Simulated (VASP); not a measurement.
# Ag (I4/mmm) in VASP: single point with LDA

Aim: the single point of Ag with LDA.

All numbers are computed with VASP 6.6.1; they aren't measurements. Logs are shortened: lines on timing, memory, paths and dates and some standing lists are left out, and cuts for length are marked.

## Step 1: The cell of the first run

Symmetry: I4/mmm, No. 139, tetragonal system. Conventional cell: a = 3.357 Å, b = 3.357 Å, c = 3.222 Å, α = 90.00°, β = 90.00°, γ = 90.00°. Ag (site symmetry 4/mmm) has 14 Ag at 2.87 to 3.36 Å within 3.8 Å.

## Step 2: Single point, LDA

Contents of INCAR:

```
SYSTEM = Ag
PREC = Accurate
ENCUT = 520
EDIFF = 1E-6
ISMEAR = 0
SIGMA = 0.15
LREAL = .FALSE.
LASPH = .TRUE.
NELM = 100
ALGO = Fast
ISIF = 2
LWAVE = .FALSE.
LCHARG = .TRUE.
GGA = CA
LELF = .TRUE.
LVHAR = .TRUE.
NBANDS = 12
```

Contents of KPOINTS:

```
regular mesh
0
G
  22 22 22
  0 0 0
```

Contents of POSCAR:

```
Ag
1.0
   -1.6783370105      1.6783370105      1.6112035300
    1.6783370105     -1.6783370105      1.6112035300
    1.6783370105      1.6783370105     -1.6112035300
Ag
1
Direct
    0.0000000000      0.0000000000      0.0000000000
```

Potentials or basis: VASP PAW LDA potentials, release 64 (Ag).

Launch:

```bash
$ cat potpaw_LDA.64/Ag/POTCAR > POTCAR
$ mpirun -np 1 vasp_std > vasp.out
```

OUTCAR:

```text
SYSTEM = Ag
   PREC = Accurate
   ENCUT = 520
   EDIFF = 1E-6
   ISMEAR = 0
   LREAL = .FALSE.
   LASPH = .TRUE.
   NELM = 100
   ISIF = 2
   GGA = CA

 ion  position               nearest neighbor table
   1  0.000  0.000  0.000-

  LATTYP: Found a body centered tetragonal cell.
 ALAT       =     3.3566740210
 C/A-ratio  =     0.9600000000

  Lattice vectors:

 A1 = (  -1.6783370105,   1.6783370105,   1.6112035300)
 A2 = (   1.6783370105,  -1.6783370105,   1.6112035300)
 A3 = (   1.6783370105,   1.6783370105,  -1.6112035300)

Analysis of symmetry for initial positions (statically):
=====================================================================
 Subroutine PRICEL returns:
 Original cell was already a primitive cell.

 Routine SETGRP: Setting up the symmetry group for a
 body centered tetragonal supercell.

 Subroutine GETGRP returns: Found 16 space group operations
 (whereof 16 operations were pure point group operations)
 out of a pool of 16 trial point group operations.

The static configuration has the point symmetry D_4h.

Analysis of symmetry for dynamics (positions and initial velocities):
=====================================================================
 Subroutine PRICEL returns:
 Original cell was already a primitive cell.

 Routine SETGRP: Setting up the symmetry group for a
 body centered tetragonal supercell.

 Subroutine GETGRP returns: Found 16 space group operations
 (whereof 16 operations were pure point group operations)
 out of a pool of 16 trial point group operations.

The dynamic configuration has the point symmetry D_4h.

 Subroutine INISYM returns: Found 16 space group operations
 (whereof 16 operations are pure point group operations),
 and found     1 'primitive' translations

----------------------------------------------------------------------------------------

                                     Primitive cell

  volume of cell :      18.1538

  direct lattice vectors                    reciprocal lattice vectors
    -1.678337010  1.678337010  1.611203530     0.000000000  0.297913945  0.310327026
     1.678337010 -1.678337010  1.611203530     0.297913945  0.000000000  0.310327026
     1.678337010  1.678337010 -1.611203530     0.297913945  0.297913945  0.000000000

  length of vectors
     2.868729171  2.868729171  2.868729171     0.430180871  0.430180871  0.421313942

  position of ions in fractional coordinates (direct lattice)
     0.000000000  0.000000000  0.000000000

  ion indices of the primitive-cell ions
   primitive index   ion index
                 1           1

----------------------------------------------------------------------------------------

 KPOINTS: regular mesh

Automatic generation of k-mesh.
 Grid dimensions read from file:
 generate k-points for:   22   22   22

 Generating k-lattice:

  Cartesian coordinates                     Fractional coordinates (reciprocal lattice)
     0.000000000  0.013541543  0.014105774     0.045454545  0.000000000 -0.000000000
     0.013541543  0.000000000  0.014105774     0.000000000  0.045454545 -0.000000000
     0.013541543  0.013541543  0.000000000     0.000000000  0.000000000  0.045454545

  Length of vectors
     0.019553676  0.019553676  0.019150634

  Shift w.r.t. Gamma in fractional coordinates (k-lattice)
     0.000000000  0.000000000  0.000000000

 Subroutine IBZKPT returns following result:
 ===========================================

 Found    834 irreducible k-points:

 Following reciprocal coordinates:
            Coordinates               Weight
  0.000000  0.000000  0.000000      1.000000
  0.045455  0.000000  0.000000      8.000000
  0.090909  0.000000  0.000000      8.000000
  0.136364  0.000000  0.000000      8.000000
  0.181818  0.000000  0.000000      8.000000
  0.227273  0.000000  0.000000      8.000000
[... 16 lines left out ...]
  0.500000  0.045455  0.000000     16.000000
 -0.454545  0.045455  0.000000     16.000000
 [... further k-points ...]
   k-points           NKPTS =    834   k-points in BZ     NKDIM =    834   number of bands    NBANDS=     12
   number of dos      NEDOS =    301   number of ions     NIONS =      1
   total plane-waves  NPLWV =  13824
   dimension x,y,z NGX =    24 NGY =   24 NGZ =   24
   dimension x,y,z NGXF=    48 NGYF=   48 NGZF=   48
   ions per type =               1
   NGX,Y,Z   is equivalent  to a cutoff of  13.91, 13.91, 13.91 a.u.
   NGXF,Y,Z  is equivalent  to a cutoff of  27.82, 27.82, 27.82 a.u.
 SYSTEM =  Ag
   PREC   = accura    normal or accurate (medium, high low for compatibility)
   ISTART =      0    job   : 0-new  1-cont  2-samecut
   ICHARG =      2    charge: 1-file 2-atom 10-const
   ISPIN  =      1    spin polarized calculation?
   LNONCOLLINEAR =      F non collinear calculations
   LSORBIT =      F    spin-orbit coupling
   LASPH  =      T    aspherical Exc in radial PAW
   ENCUT  =  520.0 eV  38.22 Ry    6.18 a.u.   5.33  5.33  5.33*2*pi/ulx,y,z
   NELM   =    100;   NELMIN=  2; NELMDL= -5     # of ELM steps
   EDIFF  = 0.1E-05   stopping-criterion for ELM
   LREAL  =      F    real-space projection
   EDIFFG = 0.1E-04   stopping-criterion for IOM
   NSW    =      0    number of steps for IOM
   IBRION =     -1    ionic relax: 0-MD 1-quasi-New 2-CG
   NFREE  =      0    steps in history (QN), initial steepest desc. (CG)
   ISIF   =      2    stress and relaxation
   ISYM   =      2    0-nonsym 1-usesym 2-fastsym
   POTIM  = 0.5000    time-step for ionic-motion
   TEBEG  =    0.0;   TEEND  =   0.0 temperature during run
   PSTRESS=    0.0 pullay stress
   NELECT =      11.0000    total number of electrons
   NUPDOWN=      -1.0000    fix difference up-down
   EMIN   =  10.00;   EMAX   =-10.00  energy-range for DOS
   EFERMI =   0.00;   METHOD = LEGACY
   ISMEAR =     0;   SIGMA  =   0.15  broadening in eV -4-tet -1-fermi 0-gaus
   EFERMI_NEDOS =   21; number of points for ismear=-14 and -15
   IALGO  =     68    algorithm
   IMIX   =      4    mixing-type and parameters
     AMIX     =   0.40;   BMIX     =  1.00
     AMIX_MAG =   1.60;   BMIX_MAG =  1.00
  volume/ion in A,a.u.               =      18.15       122.51
  Fermi-wavevector in a.u.,A,eV,Ry     =   1.385318  2.617871 26.111022  1.919106
  Thomas-Fermi vector in A             =   2.509739
   LORBIT       =      0    0 simple, 1 ext, 2 COOP (PROOUT), +10 PAW based schemes
   GGA     = CA    functional components
   LHFCALC =     F    Hartree Fock is set to
   AEXX    =    0.0000 exact exchange contribution
   IVDW    =     0    specifies the selected vdW correction
   LEPSILON=     F    determine dielectric tensor
   LRPA    =     F    only Hartree local field effects (RPA)
 non-spin polarized calculation
 RMM-DIIS sequential band-by-band and
 Gauss-broadening in eV      SIGMA  =   0.15
  energy-cutoff  :      520.00
  volume of cell :       18.15
 maximum number of plane-waves:       505
 NGX is ok and might be reduce to    24
   NGX = 11   NGY = 11   NGZ = 11

 number of electron      11.0000001 magnetization

 Free energy of the ion-electron system (eV)
  ---------------------------------------------------
  ext. energy  EPLUGINS =         0.00000000
  ---------------------------------------------------
  free energy    TOTEN  =        -3.66308963 eV

  energy without entropy =       -3.65916129  energy(sigma->0) =       -3.66112546

 E-fermi :   7.3086     XC(G=0): -12.2181

 val. band max:        7.3047031308   @ k =  -0.2727  -0.3182   0.2273
 cond. band min:       7.3331512167   @ k =   0.3636   0.0909   0.0455
 fundamental gap:      0.0284480860
 Fermi energy:         7.3086351186

 k-point     1 :       0.0000    0.0000    0.0000
  band No.  band energies     occupation
      1      -0.0753      2.00000
      2       2.5195      2.00000
      3       2.6968      2.00000
      4       2.6968      2.00000
      5       3.7513      2.00000
      6       3.9518      2.00000
      7      24.7893      0.00000
      8      24.7893      0.00000
      9      25.5223      0.00000
     10      29.9107      0.00000
     11      29.9107      0.00000
     12      30.8185      0.00000

 k-point     2 :       0.0455    0.0000    0.0000
  band No.  band energies     occupation
      1      -0.0090      2.00000
      2       2.5277      2.00000
      3       2.6981      2.00000
      4       2.7087      2.00000
      5       3.7509      2.00000
      6       3.9381      2.00000
      7      24.7116      0.00000
      8      24.8274      0.00000
      9      25.3904      0.00000
     10      29.1506      0.00000
     11      29.4881      0.00000
     12      29.7919      0.00000

 k-point     3 :       0.0909    0.0000    0.0000
  band No.  band energies     occupation
      1       0.1860      2.00000
      2       2.5171      2.00000
      3       2.7022      2.00000
      4       2.7796      2.00000
      5       3.7484      2.00000
      6       3.9047      2.00000
      7      24.3269      0.00000
      8      24.9358      0.00000
      9      24.9935      0.00000
     10      28.2248      0.00000
     11      28.5243      0.00000
     12      28.7635      0.00000
[... 286 lines left out ...]
 k-point    23 :       0.5000    0.0455    0.0000
  band No.  band energies     occupation
      1       1.3122      2.00000
      2       1.8774      2.00000
      3       3.8162      2.00000
      4       4.0064      2.00000
      5       4.6888      2.00000
      6       7.4316      0.24650
      7      11.3864      0.00000
      8      19.9838      0.00000
      9      20.6298      0.00000
     10      26.4951      0.00000
     11      27.6468      0.00000
     12      31.3993      0.00000

 k-point    24 :      -0.4545    0.0455    0.0000
  band No.  band energies     occupation
      1       1.3489      2.00000
      2       1.9057      2.00000
      3       3.8196      2.00000
      4       3.9693      2.00000
      5       4.5724      2.00000
      6       6.6408      2.00000
      7      12.4173      0.00000
      8      20.1419      0.00000
      9      20.8780      0.00000
     10      26.4529      0.00000
     11      27.6089      0.00000
     12      31.6449      0.00000

 [... further k-points ...]

------------------------ aborting loop because EDIFF is reached ----------------------------------------

  FORCE on cell =-STRESS in cart. coord.  units (eV):
  Direction    XX          YY          ZZ          XY          YZ          ZX
  --------------------------------------------------------------------------------------
  -------------------------------------------------------------------------------------
  Total       -1.2481315     -1.2481315     -1.3173705      0.0000000     -0.0000000      0.0000000
  in kB     -110.1544856   -110.1544856   -116.2652111      0.0000000     -0.0000000      0.0000000
  external PRESSURE =    -112.1913941 kB  Pullay stress =       0.0000000 kB

 VOLUME and BASIS-vectors are now :
 -----------------------------------------------------------------------------
  energy-cutoff  :      520.00
  volume of cell :       18.15
      direct lattice vectors                 reciprocal lattice vectors
    -1.678337010  1.678337010  1.611203530     0.000000000  0.297913945  0.310327026
     1.678337010 -1.678337010  1.611203530     0.297913945  0.000000000  0.310327026
     1.678337010  1.678337010 -1.611203530     0.297913945  0.297913945  0.000000000

 POSITION                                       TOTAL-FORCE (eV/Angst)
 -----------------------------------------------------------------------------------
      0.00000      0.00000      0.00000        -0.000000     -0.000000      0.000000
 -----------------------------------------------------------------------------------
    total drift:                               -0.000000      0.000000     -0.000000

  FREE ENERGIE OF THE ION-ELECTRON SYSTEM (eV)
  ---------------------------------------------------
  free  energy   TOTEN  =        -3.6630896278 eV

  energy  without entropy=       -3.6591612872  energy(sigma->0) =       -3.66112546
```

Run time: 1.7 min. Hardware: 1 thread of Intel Xeon 8259CL, shared host; peak memory 0.28 GiB.

Results:

```
Free energy            : -3.6631 eV
Pressure               : -11.2 GPa
Band gap on the k mesh : zero (an odd number of electrons rules out a gap without spin polarisation)
```

Caveat: the cell stands under tension.
